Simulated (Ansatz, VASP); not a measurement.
## SbMo in VASP and in Ansatz

```xyz
2
Lattice="0.0000 2.6154 2.6154 2.6154 0.0000 2.6154 2.6154 2.6154 0.0000" Properties=species:S:1:pos:R:3 pbc="T T T"
Mo    0.0000    0.0000    0.0000
Sb    2.6154    2.6154    2.6154
```

Change from the starting cell: volume scaled by 0.9, LAPW.

Alike in both runs: task single point; functional LDA; k mesh 13 × 13 × 13; occupations fermi-dirac, width 0.1 eV; no spin polarisation.

```csv
,VASP,Ansatz
version,VASP 6.6.1,Ansatz 0.2.0
potentials or method,"VASP PAW LDA potentials, release 64 (Mo_sv, Sb), cutoff 520 eV","all-electron LAPW, scalar-relativistic"
```

```tsv
	VASP	Ansatz	Ansatz less VASP
pressure (GPa)	19.9	19.5	-0.40
```

LDA's correlation is that of Perdew and Zunger in VASP and of Perdew and Wang (1992) in Ansatz. Ansatz ran all-electron here, and VASP with PAW potentials.

Spin-orbit coupling is off throughout.
